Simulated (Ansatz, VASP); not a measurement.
BaTiO3 in VASP and in Ansatz

Contents of POSCAR:

```
BaTiO3
1.0
    3.9756520765      0.0000000000      0.0000000000
    0.0000000000      2.8112047518      2.8111835836
    0.0000000000     -2.8112047518      2.8111835836
Ba Ti O
1 1 3
Direct
    0.0000000000     -0.0039161374     -0.0039161374
    0.5000000000      0.4962921557      0.4962921557
    0.5000000000      0.9957616753      0.4958812151
    0.5000000000      0.4958812151      0.9957616753
    0.0000000000      0.4958810913      0.4958810913
```

Contents of INCAR.step1:

```
ALGO = Normal
EDIFF = 1E-4
ENCUT = 520
GGA = PE
ISMEAR = 0
LASPH = T
LCHARG = F
LDAU = T
LDAUJ = 0 0 0
LDAUL = -1 2 -1
LDAUTYPE = 2
LDAUU = 0 4 0
LMAXMIX = 4
LREAL = F
LWAVE = T
NBANDS = 28
NELM = 150
PREC = Accurate
SIGMA = 0.02
```

The input INCAR.step2:

```
ALGO = Normal
EDIFF = 1E-7
ENCUT = 520
ISIF = 2
ISMEAR = 0
ISTART = 1
LASPH = T
LCHARG = F
LDAU = T
LDAUJ = 0 0 0
LDAUL = -1 2 -1
LDAUPRINT = 1
LDAUTYPE = 2
LDAUU = 0 4 0
LMAXMIX = 4
LMIXTAU = T
LREAL = F
LWAVE = F
METAGGA = R2SCAN
NBANDS = 28
NELM = 150
PREC = Accurate
SIGMA = 0.02
```

The input KPOINTS:

```
k-points
0
Gamma
  6 6 6
```

Input for Ansatz:

```yaml
crystal:
  lattice:
    - [3.9756520765, 0.0, 0.0]
    - [0.0, 2.8112047518, 2.8111835836]
    - [0.0, -2.8112047518, 2.8111835836]
  atoms:
    - { symbol: Ba, position: [0.0, -0.0039161374, -0.0039161374] }
    - { symbol: Ti, position: [0.5, 0.4962921557, 0.4962921557] }
    - { symbol: O, position: [0.5, 0.9957616753, 0.4958812151] }
    - { symbol: O, position: [0.5, 0.4958812151, 0.9957616753] }
    - { symbol: O, position: [0.0, 0.4958810913, 0.4958810913] }
basis:
  ecutwfc: 500
kpoints:
  mp_grid: { grid: [6, 6, 6] }
  band_path: { path: [VBM, CBM], npoints: 2 }
hamiltonian:
  xc: r2scan
  hubbard: { sites: [{ species: Ti, l: d, u_eff: 4.0 }] }
scf:
  occupations: { method: gaussian, width: 0.02 }
output:
  forces: true
  stress: true
  eigenvalues: true
checkpoint:
  read: start.run
  write: ck
  compress: false
  write_wavefunctions: false
  write_every: 100000
```

Alike in both runs: task single point; functional r2SCAN; k mesh 6 × 6 × 6; occupations gaussian, width 0.02 eV; no spin polarisation; Hubbard terms Ti d U = 4.0 eV.

|  | VASP | Ansatz |
| --- | --- | --- |
| version | VASP 6.6.1 | Ansatz 0.2.0 |
| potentials or method | VASP PAW PBE potentials, release 64 (Ba_sv, Ti_sv, O), cutoff 520 eV | scalar-relativistic, plane waves, PAW |
| valence electrons in the cell | 40 | 40 |

Ansatz gave:

- gap on the k mesh at the Fermi level (eV): 2.73
- least direct gap on the mesh (eV): 2.86
- pressure (GPa): 4.0
- rms of the force components (eV/Å): 0.000

What did VASP give for the same quantities?

gap on the k mesh at the Fermi level (eV): 2.72; least direct gap on the mesh (eV): 2.90; pressure (GPa): 8.2; rms of the force components (eV/Å): 0.005.

VASP's potentials were made for PBE, not for r2SCAN. The programs project onto different local orbitals, so the same U acts differently, and such runs can settle in different states. Atom by atom the forces differ by 0.005 eV/Å (rms over components).

Neither program's run includes spin-orbit coupling.
